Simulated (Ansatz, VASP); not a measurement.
**One calculation of TiAl, two programs**

Contents of INCAR:

```
ALGO     = Fast           # electronic algorithm
EDIFF    = 1E-6           # SCF threshold, eV
ENCUT    = 520            # plane-wave cutoff, eV
ISIF     = 2              # what is computed and relaxed
ISMEAR   = 0              # smearing method
LASPH    = True           # aspherical terms in the spheres
LCHARG   = False          # write CHGCAR
LREAL    = False          # projectors in reciprocal space
LWAVE    = False          # write WAVECAR
NBANDS   = 14             # bands
NELM     = 60             # most SCF steps
PREC     = Accurate       # precision mode
SIGMA    = 0.15           # smearing width, eV
```

Contents of KPOINTS:

```
k-points
0
Gamma
  16 16 16
```

The input POSCAR:

```
TiAl
1.0
    3.1068851739      0.0000000000      0.0000000000
    0.0000000000      3.1068851739      0.0000000000
    0.0000000000      0.0000000000      2.7797301651
Ti Al
1 1
Direct
    0.0000000000      0.0000000000      0.0000000000
    0.5000000000      0.5000000000      0.5000000000
```

Input for Ansatz:

```yaml
crystal:
  lattice:
    - [3.1068851739, 0.0, 0.0]
    - [0.0, 3.1068851739, 0.0]
    - [0.0, 0.0, 2.7797301651]
  atoms:
    - { symbol: Ti, position: [0.0, 0.0, 0.0] }
    - { symbol: Al, position: [0.5, 0.5, 0.5] }
basis:
  ecutwfc: 520.0
kpoints:
  mp_grid: { grid: [16, 16, 16] }
hamiltonian:
  xc: lda
  pseudopotentials: { kind: paw, azcp: { folder: soft_1 } }
scf:
  occupations: { method: gaussian, width: 0.15 }
output:
  forces: true
  stress: true
  eigenvalues: true
```

Alike in both runs: task single point; functional LDA; k mesh 16 × 16 × 16; occupations gaussian, width 0.15 eV; no spin polarisation.

```csv
,VASP,Ansatz
version,VASP 6.6.1,Ansatz 0.2.0
potentials or method,"VASP PAW LDA potentials, release 64 (Ti_sv, Al), cutoff 520 eV","scalar-relativistic, plane waves, PAW"
valence electrons in the cell,15,15
```

|  | VASP | Ansatz | Ansatz less VASP |
| --- | --- | --- | --- |
| gap on the k mesh at the Fermi level (eV) | none | none | - |
| pressure (GPa) | 21.5 | 21.2 | -0.30 |
| traceless stress, the component that is largest in VASP (GPa) | -0.11 | -0.08 | +0.030 |

Ansatz warns that its potentials were made for another functional, while VASP's fit it. LDA's correlation is that of Perdew and Zunger in VASP and of Perdew and Wang (1992) in Ansatz. A gap of «none» marks a metal or a gap that the smearing closes.
